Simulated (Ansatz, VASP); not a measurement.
Sn3S in VASP and in Ansatz

Contents of INCAR:

```
PREC = Accurate ; ENCUT = 600
EDIFF = 1E-6 ; ISMEAR = 0
SIGMA = 0.1 ; LREAL = F
LASPH = T ; NELM = 60
ALGO = Normal ; ISIF = 3
LWAVE = F ; LCHARG = F
GGA = PE ; IBRION = 2
NSW = 100 ; EDIFFG = -0.01
```

The input KPOINTS:

```
Automatic mesh
0
Gamma
  10 10 10
```

The input POSCAR:

```
Sn3S
1.0
    4.6787684407      0.0000000000      0.0000000000
    0.0000000000      4.6787684407      0.0000000000
    0.0000000000      0.0000000000      4.6787684407
Sn S
3 1
Direct
    0.0000000000      0.5000000000      0.5000000000
    0.5000000000      0.0000000000      0.5000000000
    0.5000000000      0.5000000000      0.0000000000
    0.0000000000      0.0000000000      0.0000000000
```

Input for Ansatz:

```yaml
crystal:
  lattice:
    - [4.6787684407, 0.0, 0.0]
    - [0.0, 4.6787684407, 0.0]
    - [0.0, 0.0, 4.6787684407]
  atoms:
    - { symbol: Sn, position: [0.0, 0.5, 0.5] }
    - { symbol: Sn, position: [0.5, 0.0, 0.5] }
    - { symbol: Sn, position: [0.5, 0.5, 0.0] }
    - { symbol: S, position: [0.0, 0.0, 0.0] }
basis:
  ecutwfc: 420
kpoints:
  mp_grid: { grid: [10, 10, 10] }
hamiltonian:
  xc: pbe
scf:
  occupations: { method: gaussian, width: 0.1 }
output:
  forces: true
  stress: true
  eigenvalues: true
relax:
  adjacent_minimum: "off"
  f_tol: 0.01
  max_steps: 80
  cell: { stress_tol: 0.05 }
```

Alike in both runs: task relaxation of cell and atoms; functional PBE; k mesh 10 × 10 × 10; occupations gaussian, width 0.1 eV; no spin polarisation.

|  | VASP | Ansatz |
| --- | --- | --- |
| version | VASP 6.6.1 | Ansatz 0.2.0 |
| potentials or method | VASP PAW PBE potentials, release 64 (Sn_d, S), cutoff 600 eV | scalar-relativistic, plane waves, PAW |
| valence electrons in the cell | 48 | 48 |

|  | VASP | Ansatz | Ansatz less VASP |
| --- | --- | --- | --- |
| gap on the k mesh at the Fermi level, each at its own relaxed structure (eV) | none | none | - |
| relaxed volume (Å³/atom) | 25.61 | 25.61 | 0.000 |
| relaxed cell length with the largest relative difference (Å) | 4.679 | 4.679 | 0.0000 |

A gap of «none» marks a metal or a gap that the smearing closes.

Noted on VASP's run: the relaxation stopped at its first step, so nothing moved.
